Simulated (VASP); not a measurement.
# Si16Ge (a cell with a defect) in VASP: single point with PBE+D3(BJ)

Aim: the single point of Si16Ge (a cell with a defect) with PBE+D3(BJ).

Everything below comes from runs of VASP 6.6.1. Logs are shortened: lines on timing, memory, paths and dates and some standing lists are left out, and cuts for length are marked.

**1. The cell of the first run**

The cell holds a defect, 17 atoms: a = 7.679 Å, b = 7.679 Å, c = 7.679 Å, α = 60.00°, β = 60.00°, γ = 60.00°.

**2. Single point, PBE+D3(BJ)**

Contents of INCAR:

```
PREC = Accurate
ENCUT = 520
EDIFF = 1E-6
ISMEAR = 0
SIGMA = 0.05
LREAL = Auto
LASPH = True
NELM = 60
ALGO = Normal
ISIF = 2
LWAVE = False
LCHARG = False
GGA = PE
IVDW = 12
NBANDS = 53
```

Contents of KPOINTS:

```
regular mesh
0
Gamma
  2 2 2
```

Contents of POSCAR:

```
Si16Ge
1.0
    0.0000000000      5.4300000000      5.4300000000
    5.4300000000      0.0000000000      5.4300000000
    5.4300000000      5.4300000000      0.0000000000
Si Ge
16 1
Direct
    0.0001592081     -0.0000603131      0.0002074586
    0.1243848066      0.1241603131      0.1244319521
    0.0046872928      0.0044806630      0.4956720074
    0.1243855433      0.1241870166      0.6274809392
    0.0047029466      0.4953988950      0.0047473297
    0.1243931860      0.6272436464      0.1244373849
    0.0046698895      0.4954155617      0.4956789134
    0.1367450276      0.6211028545      0.6211371087
    0.4956231123      0.0044837017      0.0047348987
    0.6274383057      0.1241872928      0.1244302026
    0.4956419890      0.0044484346      0.4956887661
    0.6212488029      0.1364539595      0.6212596685
    0.4956300184      0.4954136280      0.0047174954
    0.6211054328      0.6210820442      0.1368080110
    0.5002552486      0.4998961326      0.5003337017
    0.6213200737      0.6211965009      0.6213410681
    0.7503261510      0.7498467772      0.7504379374
```

Potentials or basis: VASP PAW PBE potentials, release 64 (Si, Ge_d).

Launch:

```bash
$ cat potpaw_PBE.64/Si/POTCAR potpaw_PBE.64/Ge_d/POTCAR > POTCAR
$ mpirun -np 1 vasp_std > vasp.out
```

OUTCAR:

```text
PREC = Accurate
   ENCUT = 520
   EDIFF = 1E-6
   ISMEAR = 0
   LREAL = Auto
   LASPH = True
   NELM = 60
   ISIF = 2
   GGA = PE
   IVDW = 12
 IVDW          = 12

 ion  position               nearest neighbor table
   1  0.000  1.000  0.000-   2 2.34   6 2.34  10 2.34   4 2.34
   2  0.124  0.124  0.124-   9 2.33   5 2.33   3 2.33   1 2.34
   3  0.005  0.004  0.496-   4 2.33   2 2.33   8 2.40  12 2.40  17 2.76
   4  0.124  0.124  0.627-   3 2.33   7 2.33  11 2.33   1 2.34
   5  0.005  0.495  0.005-   6 2.33   2 2.33  14 2.41   8 2.41  17 2.76
   6  0.124  0.627  0.124-   5 2.33  13 2.33   7 2.33   1 2.34
   7  0.005  0.495  0.496-   4 2.33   6 2.33   8 2.40  16 2.40  17 2.76
   8  0.137  0.621  0.621-  15 2.28   7 2.40   3 2.40   5 2.41  17 2.42
   9  0.496  0.004  0.005-  10 2.33   2 2.33  14 2.40  12 2.40  17 2.76
  10  0.627  0.124  0.124-   9 2.33  13 2.33  11 2.33   1 2.34
  11  0.496  0.004  0.496-   4 2.33  10 2.33  12 2.40  16 2.40  17 2.77
  12  0.621  0.136  0.621-  15 2.28  11 2.40   3 2.40   9 2.40  17 2.42
  13  0.496  0.495  0.005-  10 2.33   6 2.33  14 2.40  16 2.40  17 2.76
  14  0.621  0.621  0.137-  15 2.28  13 2.40   9 2.40   5 2.41  17 2.42
  15  0.500  0.500  0.500-  16 2.28  12 2.28   8 2.28  14 2.28
  16  0.621  0.621  0.621-  15 2.28  11 2.40   7 2.40  13 2.40  17 2.42
  17  0.750  0.750  0.750-  14 2.42   8 2.42  12 2.42  16 2.42   5 2.76   9 2.76   3 2.76  13 2.76
                             7 2.76  11 2.77

  LATTYP: Found a face centered cubic cell.
 ALAT       =    10.8600000000

  Lattice vectors:

 A1 = (   0.0000000000,   5.4300000000,   5.4300000000)
 A2 = (   5.4300000000,   0.0000000000,   5.4300000000)
 A3 = (   5.4300000000,   5.4300000000,   0.0000000000)

Analysis of symmetry for initial positions (statically):
=====================================================================
 Subroutine PRICEL returns:
 Original cell was already a primitive cell.

 Routine SETGRP: Setting up the symmetry group for a
 face centered cubic supercell.

 Subroutine GETGRP returns: Found  1 space group operations
 (whereof  1 operations were pure point group operations)
 out of a pool of 48 trial point group operations.

The static configuration has the point symmetry C_1 .

Analysis of symmetry for dynamics (positions and initial velocities):
=====================================================================
 Subroutine PRICEL returns:
 Original cell was already a primitive cell.

 Routine SETGRP: Setting up the symmetry group for a
 face centered cubic supercell.

 Subroutine GETGRP returns: Found  1 space group operations
 (whereof  1 operations were pure point group operations)
 out of a pool of 48 trial point group operations.

The dynamic configuration has the point symmetry C_1 .

 Subroutine INISYM returns: Found  1 space group operations
 (whereof  1 operations are pure point group operations),
 and found     1 'primitive' translations

----------------------------------------------------------------------------------------

                                     Primitive cell

  volume of cell :     320.2060

  direct lattice vectors                    reciprocal lattice vectors
     0.000000000  5.430000000  5.430000000    -0.092081031  0.092081031  0.092081031
     5.430000000  0.000000000  5.430000000     0.092081031 -0.092081031  0.092081031
     5.430000000  5.430000000  0.000000000     0.092081031  0.092081031 -0.092081031

  length of vectors
     7.679179644  7.679179644  7.679179644     0.159489025  0.159489025  0.159489025

  position of ions in fractional coordinates (direct lattice)
     0.000159208  0.999939687  0.000207459
     0.124384807  0.124160313  0.124431952
     0.004687293  0.004480663  0.495672007
     0.124385543  0.124187017  0.627480939
     0.004702947  0.495398895  0.004747330
     0.124393186  0.627243646  0.124437385
[... 9 lines left out ...]
     0.621320074  0.621196501  0.621341068
     0.750326151  0.749846777  0.750437937

  ion indices of the primitive-cell ions
   primitive index   ion index
                 1           1
                 2           2
                 3           3
                 4           4
                 5           5
                 6           6
[... 9 lines left out ...]
                16          16
                17          17

----------------------------------------------------------------------------------------

 KPOINTS: regular mesh

Automatic generation of k-mesh.
 Grid dimensions read from file:
 generate k-points for:    2    2    2

 Generating k-lattice:

  Cartesian coordinates                     Fractional coordinates (reciprocal lattice)
    -0.046040516  0.046040516  0.046040516     0.500000000  0.000000000  0.000000000
     0.046040516 -0.046040516  0.046040516     0.000000000  0.500000000  0.000000000
     0.046040516  0.046040516 -0.046040516     0.000000000  0.000000000  0.500000000

  Length of vectors
     0.079744512  0.079744512  0.079744512

  Shift w.r.t. Gamma in fractional coordinates (k-lattice)
     0.000000000  0.000000000  0.000000000

 Subroutine IBZKPT returns following result:
 ===========================================

 Found      8 irreducible k-points:

 Following reciprocal coordinates:
            Coordinates               Weight
  0.000000  0.000000  0.000000      1.000000
  0.500000  0.000000  0.000000      1.000000
  0.000000  0.500000  0.000000      1.000000
  0.000000  0.000000  0.500000      1.000000
  0.500000  0.500000  0.500000      1.000000
  0.500000  0.500000  0.000000      1.000000
  0.000000  0.500000  0.500000      1.000000
  0.500000  0.000000  0.500000      1.000000
   k-points           NKPTS =      8   k-points in BZ     NKDIM =      8   number of bands    NBANDS=     53
   number of dos      NEDOS =    301   number of ions     NIONS =     17
   total plane-waves  NPLWV = 216000
   dimension x,y,z NGX =    60 NGY =   60 NGZ =   60
   dimension x,y,z NGXF=   120 NGYF=  120 NGZF=  120
   ions per type =              16   1
   NGX,Y,Z   is equivalent  to a cutoff of  12.99, 12.99, 12.99 a.u.
   NGXF,Y,Z  is equivalent  to a cutoff of  25.98, 25.98, 25.98 a.u.
 SYSTEM =  unknown system
   PREC   = accura    normal or accurate (medium, high low for compatibility)
   ISTART =      0    job   : 0-new  1-cont  2-samecut
   ICHARG =      2    charge: 1-file 2-atom 10-const
   ISPIN  =      1    spin polarized calculation?
   LNONCOLLINEAR =      F non collinear calculations
   LSORBIT =      F    spin-orbit coupling
   LASPH  =      T    aspherical Exc in radial PAW
   ENCUT  =  520.0 eV  38.22 Ry    6.18 a.u.  14.28 14.28 14.28*2*pi/ulx,y,z
   NELM   =     60;   NELMIN=  2; NELMDL= -5     # of ELM steps
   EDIFF  = 0.1E-05   stopping-criterion for ELM
   LREAL  =      T    real-space projection
   EDIFFG = 0.1E-04   stopping-criterion for IOM
   NSW    =      0    number of steps for IOM
   IBRION =     -1    ionic relax: 0-MD 1-quasi-New 2-CG
   NFREE  =      0    steps in history (QN), initial steepest desc. (CG)
   ISIF   =      2    stress and relaxation
   ISYM   =      2    0-nonsym 1-usesym 2-fastsym
   POTIM  = 0.5000    time-step for ionic-motion
   TEBEG  =    0.0;   TEEND  =   0.0 temperature during run
   PSTRESS=    0.0 pullay stress
   NELECT =      78.0000    total number of electrons
   NUPDOWN=      -1.0000    fix difference up-down
   EMIN   =  10.00;   EMAX   =-10.00  energy-range for DOS
   EFERMI =   0.00;   METHOD = LEGACY
   ISMEAR =     0;   SIGMA  =   0.05  broadening in eV -4-tet -1-fermi 0-gaus
   EFERMI_NEDOS =   21; number of points for ismear=-14 and -15
   IALGO  =     38    algorithm
   IMIX   =      4    mixing-type and parameters
     AMIX     =   0.40;   BMIX     =  1.00
     AMIX_MAG =   1.60;   BMIX_MAG =  1.00
  volume/ion in A,a.u.               =      18.84       127.11
  Fermi-wavevector in a.u.,A,eV,Ry     =   1.022421  1.932096 14.222785  1.045345
  Thomas-Fermi vector in A             =   2.156100
   LORBIT       =      0    0 simple, 1 ext, 2 COOP (PROOUT), +10 PAW based schemes
   GGA     = PE    functional components
   LHFCALC =     F    Hartree Fock is set to
   AEXX    =    0.0000 exact exchange contribution
   IVDW    =    12    specifies the selected vdW correction
   LEPSILON=     F    determine dielectric tensor
   LRPA    =     F    only Hartree local field effects (RPA)
 non-spin polarized calculation
 Gauss-broadening in eV      SIGMA  =   0.05
  energy-cutoff  :      520.00
  volume of cell :      320.21
 maximum number of plane-waves:      8646
 NGX is ok and might be reduce to    60
   NGX = 29   NGY = 29   NGZ = 29

 number of electron      77.9999997 magnetization

 Free energy of the ion-electron system (eV)
  ---------------------------------------------------
  ext. energy  EPLUGINS =         0.00000000
  ---------------------------------------------------
  free energy    TOTEN  =       -86.69696883 eV

  energy without entropy =      -86.68663854  energy(sigma->0) =      -86.69180368

 E-fermi :   6.9405     XC(G=0):  -9.7496

 val. band max:        6.6805213991   @ k =   0.0000   0.0000   0.0000
 cond. band min:       6.9492248644   @ k =   0.0000   0.0000   0.0000
 fundamental gap:      0.2687034653
 Fermi energy:         6.9404556312

 k-point     1 :       0.0000    0.0000    0.0000
  band No.  band energies     occupation
      1     -18.2526      2.00000
      2     -18.2526      2.00000
      3     -18.2526      2.00000
      4     -18.2387      2.00000
      5     -18.2387      2.00000
      6      -6.5218      2.00000
[... 43 lines left out ...]
     50       8.1157      0.00000
     51       9.0750      0.00000

 k-point     2 :       0.5000    0.0000    0.0000
  band No.  band energies     occupation
      1     -18.2526      2.00000
      2     -18.2526      2.00000
      3     -18.2526      2.00000
      4     -18.2387      2.00000
      5     -18.2387      2.00000
      6      -6.1889      2.00000
[... 43 lines left out ...]
     50       9.8158      0.00000
     51       9.9758      0.00000

 k-point     3 :       0.0000    0.5000    0.0000
  band No.  band energies     occupation
      1     -18.2526      2.00000
      2     -18.2526      2.00000
      3     -18.2526      2.00000
      4     -18.2387      2.00000
      5     -18.2387      2.00000
      6      -6.1891      2.00000
[... 43 lines left out ...]
     50       9.8160      0.00000
     51       9.9769      0.00000

 k-point     4 :       0.0000    0.0000    0.5000
  band No.  band energies     occupation
      1     -18.2526      2.00000
      2     -18.2526      2.00000
      3     -18.2526      2.00000
      4     -18.2387      2.00000
      5     -18.2387      2.00000
      6      -6.1889      2.00000
[... 43 lines left out ...]
     50       9.8156      0.00000
     51       9.9755      0.00000

 k-point     5 :       0.5000    0.5000    0.5000
  band No.  band energies     occupation
      1     -18.2526      2.00000
      2     -18.2526      2.00000
      3     -18.2526      2.00000
      4     -18.2387      2.00000
      5     -18.2387      2.00000
      6      -6.1892      2.00000
[... 43 lines left out ...]
     50       9.8156      0.00000
     51       9.9780      0.00000

 k-point     6 :       0.5000    0.5000    0.0000
  band No.  band energies     occupation
      1     -18.2526      2.00000
      2     -18.2526      2.00000
      3     -18.2526      2.00000
      4     -18.2387      2.00000
      5     -18.2387      2.00000
      6      -6.0827      2.00000
[... 43 lines left out ...]
     50      10.3316      0.00000
     51      10.3322      0.00000

 k-point     7 :       0.0000    0.5000    0.5000
  band No.  band energies     occupation
      1     -18.2526      2.00000
      2     -18.2526      2.00000
      3     -18.2526      2.00000
      4     -18.2387      2.00000
      5     -18.2387      2.00000
      6      -6.0827      2.00000
[... 43 lines left out ...]
     50      10.3315      0.00000
     51      10.3324      0.00000

 k-point     8 :       0.5000    0.0000    0.5000
  band No.  band energies     occupation
      1     -18.2526      2.00000
      2     -18.2526      2.00000
      3     -18.2526      2.00000
      4     -18.2387      2.00000
      5     -18.2387      2.00000
      6      -6.0828      2.00000
[... 43 lines left out ...]
     50      10.3310      0.00000
     51      10.3332      0.00000
 [bands above 51 left out]

------------------------ aborting loop because EDIFF is reached ----------------------------------------

 Edisp (eV)   -5.66649

 E8    (eV) :    -2.3554

  FORCE on cell =-STRESS in cart. coord.  units (eV):
  Direction    XX          YY          ZZ          XY          YZ          ZX
  --------------------------------------------------------------------------------------
  -------------------------------------------------------------------------------------
  Total       7.42307     7.41275     7.42365     0.00678     0.00895     0.02374
  in kB      37.14193    37.09032    37.14487     0.03391     0.04477     0.11878
  external pressure =       37.13 kB  Pullay stress =        0.00 kB

 VOLUME and BASIS-vectors are now :
 -----------------------------------------------------------------------------
  energy-cutoff  :      520.00
  volume of cell :      320.21
      direct lattice vectors                 reciprocal lattice vectors
     0.000000000  5.430000000  5.430000000    -0.092081031  0.092081031  0.092081031
     5.430000000  0.000000000  5.430000000     0.092081031 -0.092081031  0.092081031
     5.430000000  5.430000000  0.000000000     0.092081031  0.092081031 -0.092081031

 POSITION                                       TOTAL-FORCE (eV/Angst)
 -----------------------------------------------------------------------------------
      5.43080      0.00199      5.43054        -0.001501     -0.003753     -0.000878
      1.34986      1.35107      1.34960         0.014075      0.014560      0.013781
      2.71583      2.71695      0.04978        -0.000445     -0.003774     -0.009167
      4.08156      4.08263      1.34975        -0.011945     -0.010551      0.011680
      2.71579      0.05132      2.71555        -0.001725     -0.014939     -0.000924
      4.08163      1.35115      4.08139        -0.012450      0.013100     -0.012581
[... 9 lines left out ...]
      6.74698      6.74765      6.74687         0.001706      0.006903      0.000715
      8.14655      8.14915      8.14594        -0.002546     -0.008334     -0.000757
 -----------------------------------------------------------------------------------
    total drift:                                0.001886      0.002329      0.000456

  FREE ENERGIE OF THE ION-ELECTRON SYSTEM (eV)
  ---------------------------------------------------
  free  energy   TOTEN  =       -92.3634564899 eV

  energy  without entropy=      -92.3531262031  energy(sigma->0) =      -92.35829135
```

Wall time 6.2 min (1 thread of Intel Xeon 6975P-C, shared host); peak memory 0.49 GiB.

What came out:

* Free energy: -92.3635 eV
* Pressure: 3.7 GPa
* Largest force: 0.024 eV/Å
* Band gap on the k mesh: zero (band 39 reaches 6.99 eV, above the bottom of band 40 at 6.68 eV)
* Dispersion energy per atom: -0.333 eV

Forces on the atoms (eV/Å):
```
Si  -0.002 -0.004 -0.001
Si   0.014  0.015  0.014
Si   0.000 -0.004 -0.009
Si  -0.012 -0.011  0.012
Si  -0.002 -0.015 -0.001
Si  -0.012  0.013 -0.013
Si   0.005 -0.004 -0.002
Si   0.002  0.014  0.006
Si  -0.010 -0.004  0.000
Si   0.012 -0.011 -0.012
Si  -0.001  0.002 -0.001
Si   0.006  0.009  0.004
Si  -0.002 -0.004  0.006
Si   0.008  0.016  0.000
Si  -0.004 -0.010 -0.003
Si   0.002  0.007  0.001
Ge  -0.003 -0.008 -0.001
```

Levels at points of the mesh, in eV from the Fermi level:
```
           k point  band 37  band 38  band 39  band 40  band 41  band 42
(0.00, 0.00, 0.00)    -0.81    -0.81    -0.26    -0.26    -0.26     0.01
(0.50, 0.00, 0.00)    -1.49    -1.49    -0.34     0.51     0.52     0.86
(0.00, 0.50, 0.00)    -1.49    -1.49    -0.34     0.51     0.52     0.86
(0.00, 0.00, 0.50)    -1.49    -1.49    -0.34     0.51     0.52     0.86
(0.50, 0.50, 0.50)    -1.49    -1.49    -0.33     0.51     0.52     0.86
(0.50, 0.50, 0.00)    -1.92    -1.32     0.05     0.79     1.03     1.03
(0.00, 0.50, 0.50)    -1.92    -1.32     0.05     0.79     1.03     1.03
(0.50, 0.00, 0.50)    -1.92    -1.32     0.05     0.79     1.03     1.03
```

Caveat: the k points lie up to 0.50 Å⁻¹ apart.
